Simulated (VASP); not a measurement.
The system is Hf2NO.

```
Hf N O
1.0
     3.23073    0.00000    0.00000
     0.00000    3.23073    0.00000
     0.00000    0.00000    4.54941
Hf N O
2 1 1
Cartesian
  0.0000 0.0000 2.2747
  1.6154 1.6154 0.0000
  0.0000 0.0000 0.0000
  1.6154 1.6154 2.2747
```

```yaml
Program: VASP 6.6.1
Task: relaxation of cell and atoms
Functional: PBE
Potentials_or_basis: VASP PAW PBE potentials, release 64 (Hf_pv, N, O)
Cutoff: 600 eV
k_mesh: 14 × 14 × 10
Occupations: gaussian, width 0.1 eV
Spin: no spin polarisation
```

At the start: pressure -3.5 GPa; volume 11.87 Å³/atom.

Task: Where does the relaxation end?

Result: Over 5 steps the energy falls by 2.1 meV/atom and the volume is 11.68 Å³/atom (-1.6 %); space group P4/mmm (No. 123, to 0.05 Å).

Step by step:
```csv
step,energy change (eV),largest force (eV/Å),pressure (GPa),volume (Å³)
1,0.0000,0.0000,-3.47,47.48
2,0.0079,0.0000,5.33,45.74
3,-0.0084,0.0000,0.05,46.74
4,-0.0084,0.0000,0.11,46.73
5,-0.0085,0.0000,0.05,46.74
```

Final structure:
```
Hf N O
1.0
     3.20925    0.00000    0.00000
     0.00000    3.20925    0.00000
     0.00000    0.00000    4.53813
Hf N O
2 1 1
Direct
  0.00000 0.00000 0.50000
  0.50000 0.50000 0.00000
  0.00000 0.00000 0.00000
  0.50000 0.50000 0.50000
```
